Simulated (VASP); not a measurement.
# AlN (F-43m) in VASP: settings compared, part 2 of 2

VASP 6.6.1. Earlier steps stand in the parts before.

**4. Single point, BLYP+D3(BJ)**

This run uses another cell than the first one, of 10.34 Å³/atom, 0.993 times its volume.

The input, INCAR:

```
AGGAC = 1.0 ; AGGAX = 1.0
ALDAC = 0.0 ; ALDAX = 1.0
ALGO = Normal ; EDIFF = 1E-6
ENCUT = 520 ; GGA = B5
ISIF = 2 ; ISMEAR = -1
IVDW = 12 ; LASPH = True
LCHARG = True ; LELF = True
LREAL = False ; LVHAR = True
LWAVE = False ; NBANDS = 11
NELM = 80 ; PREC = Accurate
SIGMA = 0.05 ; VDW_A1 = 0.4298
VDW_A2 = 4.2359 ; VDW_S6 = 1.0
VDW_S8 = 2.6996
```

The input, KPOINTS:

```
k-points
0
Gamma
  10 10 10
```

The input, POSCAR:

```
AlN
1.0
    0.0000000000      2.1786954687      2.1786954687
    2.1786954687      0.0000000000      2.1786954687
    2.1786954687      2.1786954687      0.0000000000
Al N
1 1
Direct
    0.0000000000      0.0000000000      0.0000000000
    0.2500000000      0.2500000000      0.2500000000
```

Potentials or basis: VASP PAW PBE potentials, release 64 (Al, N).

Run with:

```
cat potpaw_PBE.64/Al/POTCAR potpaw_PBE.64/N/POTCAR > POTCAR
mpirun -np 1 vasp_std > vasp.out
```

OUTCAR:

```text
EDIFF = 1E-6
   ENCUT = 520
   GGA = B5
   ISIF = 2
   ISMEAR = -1
   IVDW = 12
   LASPH = True
   LREAL = False
   NELM = 80
   PREC = Accurate
 IVDW          = 12

 ion  position               nearest neighbor table
   1  0.000  0.000  0.000-   2 1.89   2 1.89   2 1.89   2 1.89
   2  0.250  0.250  0.250-   1 1.89   1 1.89   1 1.89   1 1.89

  LATTYP: Found a face centered cubic cell.
 ALAT       =     4.3573909374

  Lattice vectors:

 A1 = (   0.0000000000,   2.1786954687,   2.1786954687)
 A2 = (   2.1786954687,   0.0000000000,   2.1786954687)
 A3 = (   2.1786954687,   2.1786954687,   0.0000000000)

Analysis of symmetry for initial positions (statically):
=====================================================================
 Subroutine PRICEL returns:
 Original cell was already a primitive cell.

 Routine SETGRP: Setting up the symmetry group for a
 face centered cubic supercell.

 Subroutine GETGRP returns: Found 24 space group operations
 (whereof 24 operations were pure point group operations)
 out of a pool of 48 trial point group operations.

The static configuration has the point symmetry T_d .

Analysis of symmetry for dynamics (positions and initial velocities):
=====================================================================
 Subroutine PRICEL returns:
 Original cell was already a primitive cell.

 Routine SETGRP: Setting up the symmetry group for a
 face centered cubic supercell.

 Subroutine GETGRP returns: Found 24 space group operations
 (whereof 24 operations were pure point group operations)
 out of a pool of 48 trial point group operations.

The dynamic configuration has the point symmetry T_d .

 Subroutine INISYM returns: Found 24 space group operations
 (whereof 24 operations are pure point group operations),
 and found     1 'primitive' translations

----------------------------------------------------------------------------------------

                                     Primitive cell
[... 117 lines left out ...]
   LHFCALC =     F    Hartree Fock is set to
   AEXX    =    0.0000 exact exchange contribution
   IVDW    =    12    specifies the selected vdW correction
   LEPSILON=     F    determine dielectric tensor
   LRPA    =     F    only Hartree local field effects (RPA)
 non-spin polarized calculation
  energy-cutoff  :      520.00
  volume of cell :       20.68
 maximum number of plane-waves:       568
   NGX = 11   NGY = 11   NGZ = 11

 number of electron       7.9999999 magnetization

 Free energy of the ion-electron system (eV)
  ---------------------------------------------------
  ext. energy  EPLUGINS =         0.00000000
  ---------------------------------------------------
  free energy    TOTEN  =       -13.86980252 eV

  energy without entropy =      -13.86980252  energy(sigma->0) =      -13.86980252

 E-fermi :   7.5443     XC(G=0): -10.3361

 val. band max:        6.4430123567   @ k =   0.0000   0.0000   0.0000
 cond. band min:      10.1185998136   @ k =   0.5000   0.5000   0.0000
 fundamental gap:      3.6755874570
 Fermi energy:         7.5442661928

 k-point     1 :       0.0000    0.0000    0.0000
  band No.  band energies     occupation
      1      -8.4785      2.00000
      2       6.4430      2.00000
      3       6.4430      2.00000
      4       6.4430      2.00000
      5      10.9893      0.00000
      6      19.1339      0.00000
      7      19.1339      0.00000
      8      19.1339      0.00000
      9      24.2918      0.00000
     10      24.2918      0.00000
     11      25.8652      0.00000
[... 309 lines left out ...]
 k-point    24 :       0.4000    0.3000    0.0000
  band No.  band energies     occupation
      1      -6.4773      2.00000
      2       2.3599      2.00000
      3       4.7664      2.00000
      4       5.0556      2.00000
      5      11.6880      0.00000
      6      16.1949      0.00000
      7      18.8787      0.00000
      8      21.1993      0.00000
      9      21.7163      0.00000
     10      27.9422      0.00000
     11      30.3210      0.00000

 [... further k-points ...]

------------------------ aborting loop because EDIFF is reached ----------------------------------------

 Edisp (eV)   -1.18079

 E8    (eV) :    -0.8240

  FORCE on cell =-STRESS in cart. coord.  units (eV):
  Direction    XX          YY          ZZ          XY          YZ          ZX
  --------------------------------------------------------------------------------------
  -------------------------------------------------------------------------------------
  Total       0.05435     0.05435     0.05435    -0.00000     0.00000    -0.00000
  in kB       4.21029     4.21029     4.21029    -0.00000     0.00000    -0.00000
  external pressure =        4.21 kB  Pullay stress =        0.00 kB

 VOLUME and BASIS-vectors are now :
 -----------------------------------------------------------------------------
  energy-cutoff  :      520.00
  volume of cell :       20.68
      direct lattice vectors                 reciprocal lattice vectors
     0.000000000  2.178695469  2.178695469    -0.229495130  0.229495130  0.229495130
     2.178695469  0.000000000  2.178695469     0.229495130 -0.229495130  0.229495130
     2.178695469  2.178695469  0.000000000     0.229495130  0.229495130 -0.229495130

 POSITION                                       TOTAL-FORCE (eV/Angst)
 -----------------------------------------------------------------------------------
      0.00000      0.00000      0.00000         0.000000      0.000000      0.000000
      1.08935      1.08935      1.08935        -0.000000     -0.000000     -0.000000
 -----------------------------------------------------------------------------------
    total drift:                               -0.000000     -0.000000     -0.000000

  FREE ENERGIE OF THE ION-ELECTRON SYSTEM (eV)
  ---------------------------------------------------
  free  energy   TOTEN  =       -15.0505914321 eV

  energy  without entropy=      -15.0505914321  energy(sigma->0) =      -15.05059143
```

It took 19 s on 1 thread of Intel Xeon 6975P-C, shared host; peak memory 0.14 GiB.

Results:

```
Free energy                : -15.0506 eV
Pressure                   : 0.4 GPa
Band gap on the k mesh     : 3.68 eV, indirect (least direct gap 4.55 eV)
Dispersion energy per atom : -0.590 eV
```

Caveat: the PAW data sets were made with another functional, which shifts forces and pressure a little. A k mesh can miss the band edges.

**5. Relaxation of cell and atoms, BLYP+D3(BJ)**

The input, INCAR:

```
SYSTEM = AlN
PREC = Accurate
ENCUT = 600
EDIFF = 1E-6
ISMEAR = -1
SIGMA = 0.05
LREAL = .FALSE.
LASPH = .TRUE.
NELM = 80
ALGO = Normal
ISIF = 3
LWAVE = .FALSE.
LCHARG = .FALSE.
GGA = B5
ALDAX = 1.0
AGGAX = 1.0
AGGAC = 1.0
ALDAC = 0.0
IVDW = 12
VDW_S6 = 1.0
VDW_S8 = 2.6996
VDW_A1 = 0.4298
VDW_A2 = 4.2359
IBRION = 2
NSW = 80
EDIFFG = -0.01
```

The input, KPOINTS:

```
regular mesh
0
G
  10 10 10
  0 0 0
```

The input, POSCAR:

```
AlN
1.0
    0.0000000000      2.1839935596      2.1839935596
    2.1839935596      0.0000000000      2.1839935596
    2.1839935596      2.1839935596      0.0000000000
Al N
1 1
Direct
    0.0000000000      0.0000000000      0.0000000000
    0.2500000000      0.2500000000      0.2500000000
```

Run with:

```
cat potpaw_PBE.64/Al/POTCAR potpaw_PBE.64/N/POTCAR > POTCAR
mpirun -np 1 vasp_std > vasp.out
```

Run time: 67 s. Hardware: 1 thread of Intel Xeon 6975P-C, shared host; peak memory 0.16 GiB.

Results (log left out):

| Property | Result |
| --- | --- |
| Free energy | -15.0529 eV |
| Relaxed volume | 10.35 Å³/atom |
| Relaxed cell | a = 3.082 Å, b = 3.082 Å, c = 3.082 Å, α = 60.00°, β = 60.00°, γ = 60.00° |
| Space group after relaxing (to 0.05 Å) | F-43m (No. 216) |
| Energy gained by relaxing | 0.2 meV/atom |
| Ionic steps | 3 |
| Pressure after relaxing | 0.0 GPa |
| Band gap on the k mesh | 3.68 eV, indirect (least direct gap 4.54 eV) |
| Dispersion energy per atom | -0.590 eV |

Step by step:
| step | energy change (eV) | largest force (eV/Å) | pressure (GPa) | volume (Å³) |
| --- | --- | --- | --- | --- |
| 1 | 0.0000 | 0.0000 | -1.22 | 20.83 |
| 2 | -0.0001 | 0.0000 | 1.12 | 20.60 |
| 3 | -0.0005 | 0.0000 | 0.00 | 20.71 |

Final structure:
```cif
data_structure
_symmetry_space_group_name_H-M 'P 1'
_symmetry_Int_Tables_number 1
_cell_length_a 3.0823
_cell_length_b 3.0823
_cell_length_c 3.0823
_cell_angle_alpha 60.000
_cell_angle_beta 60.000
_cell_angle_gamma 60.000
_cell_volume 20.71
loop_
_atom_site_label
_atom_site_type_symbol
_atom_site_fract_x
_atom_site_fract_y
_atom_site_fract_z
_atom_site_occupancy
Al1 Al 0.00000 0.00000 0.00000 1
N1 N 0.25000 0.25000 0.25000 1
```

Levels at points of the mesh, in eV from the valence-band top:
```tsv
k point	band 1	band 2	band 3	band 4	band 5	band 6	band 7	band 8
(0.00, 0.00, 0.00)	-14.92	0.00	0.00	0.00	4.54	12.68	12.68	12.68
(0.50, 0.00, 0.00)	-12.88	-5.75	-0.48	-0.48	7.61	10.19	11.32	11.32
(0.50, 0.50, 0.00)	-12.24	-4.85	-1.75	-1.75	3.68	8.83	14.11	15.89
```

Caveat: the PAW data sets were made with another functional, which shifts forces and pressure a little.

**6. Overview**

```tsv
task	level	cell	cutoff (eV)	smearing	gap on the mesh (eV)	pressure (GPa)
single point	PBE	a = 3.089 Å, angles 60.0°, 2 atoms	520	gaussian 0.05 eV	3.32	4.6
single point	PBE	a = 3.089 Å, angles 60.0°, 2 atoms	520	gaussian 0.022 eV	3.32	4.6
single point	BLYP+D3(BJ)	a = 3.081 Å, angles 60.0°, 2 atoms	520	fermi-dirac 0.05 eV	3.68	0.4
relaxation of cell and atoms	BLYP+D3(BJ)	relaxed from a = 3.089 Å, angles 60.0°, 2 atoms	600	fermi-dirac 0.05 eV	3.68	0.0
```

Alike in all rows: potentials or basis VASP PAW PBE potentials, release 64 (Al, N); no spin polarisation; k mesh 10 × 10 × 10.

Caveats: the PAW data sets were made with another functional, which shifts forces and pressure a little (some runs).

Total energies depend on the potentials used, so only differences within one code and one set of settings carry meaning.
